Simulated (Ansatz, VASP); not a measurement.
**One calculation of Pt, two programs**

```xyz
8
Lattice="5.0426 0.0000 0.0000 0.0000 5.0426 0.0000 0.0000 0.0000 5.0426" Properties=species:S:1:pos:R:3 pbc="T T T"
Pt    2.5213    2.5213    2.5213
Pt    0.0000    0.0000    0.0000
Pt    1.2607    0.0000    2.5213
Pt    2.5213    1.2607    0.0000
Pt    2.5213    3.7820    0.0000
Pt    3.7820    0.0000    2.5213
Pt    0.0000    2.5213    3.7820
Pt    0.0000    2.5213    1.2607
```

Alike in both runs: task single point; functional r2SCAN; k mesh 4 × 4 × 4; occupations gaussian, width 0.1 eV; no spin polarisation.

```csv
,VASP,Ansatz
version,VASP 6.6.1,Ansatz 0.2.0
potentials or method,"VASP PAW PBE potentials, release 64 (Pt), cutoff 550 eV","scalar-relativistic, plane waves, PAW"
valence electrons in the cell,80,144
```

```tsv
	VASP	Ansatz	Ansatz less VASP
gap on the k mesh at the Fermi level (eV)	none	none	-
pressure (GPa)	-1.9	-2.4	-0.54
```

VASP's potentials were made for PBE, not for r2SCAN. A gap of «none» marks a metal or a gap that the smearing closes. VASP's potentials hold 80 valence electrons a cell and Ansatz's 144, so a difference there can come from the potentials and not from the codes.

Neither program's run includes spin-orbit coupling.
